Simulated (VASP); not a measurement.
Set up this calculation in VASP 6.6.1, as the native input.

- Task: single point
- Functional: PBE
- Potentials or basis: VASP PAW PBE potentials, release 64 (Ta_pv, H)
- Cutoff: 520 eV
- k mesh: 6 × 6 × 6
- Occupations: gaussian, width 0.1 eV
- Spin: no spin polarisation
- Dipole correction: no
- Further INCAR settings: ALGO = Normal; EDIFF = 1e-06; NBANDS = 17

The structure of TaH5 lies in POSCAR:

```
TaH5
1.0
    3.4516926323      0.0000000000      0.0000000000
   -1.7258463162      2.9892535056      0.0000000000
    0.0000000000      0.0000000000      2.9497313860
Ta H
1 5
Direct
    0.0000000000      0.0000000000      0.0000000000
    0.3333333333      0.6666666667      0.0000000000
    0.6666666667      0.3333333333      0.0000000000
    0.5000000000      0.0000000000      0.5000000000
    0.5000000000      0.5000000000      0.5000000000
    0.0000000000      0.5000000000      0.5000000000
```

These files were run (other wordings do the same):

INCAR

```
SYSTEM = TaH5
PREC     = Accurate       ! precision mode
ENCUT    = 520            ! plane-wave cutoff, eV
EDIFF    = 1E-6           ! SCF threshold, eV
ISMEAR   = 0              ! smearing method
SIGMA    = 0.1            ! smearing width, eV
LREAL    = .False.        ! projectors in reciprocal space
LASPH    = .True.         ! aspherical terms in the spheres
NELM     = 80             ! most SCF steps
ALGO     = Normal         ! electronic algorithm
ISIF     = 2              ! what is computed and relaxed
LWAVE    = .False.        ! write WAVECAR
LCHARG   = .True.         ! write CHGCAR
GGA      = PE             ! functional
LELF     = .True.         ! ELF
LVHAR    = .True.       
NBANDS   = 17             ! bands
```

KPOINTS

```
Automatic mesh
0
Gamma
  6 6 6
  0 0 0
```

Potentials or basis: VASP PAW PBE potentials, release 64 (Ta_pv, H).

The run is started by

```bash
$ cat potpaw_PBE.64/Ta_pv/POTCAR potpaw_PBE.64/H/POTCAR > POTCAR
$ mpirun -np 1 vasp_std > vasp.out
```

Results of the run:

```json
{"Pressure": "-0.2 GPa", "Band gap on the k mesh": "zero (band 8 reaches 6.89 eV, above the bottom of band 9 at 4.87 eV)"}
```

Caveat: spin-orbit coupling is left out, which moves the levels of the heavy elements.

Run time: 23 s on 1 thread of Intel(R) Xeon(R) Platinum 8259CL CPU @ 2.50GHz (Skylake/Cascade Lake), with other jobs on the host, peak memory 0.16 GiB.
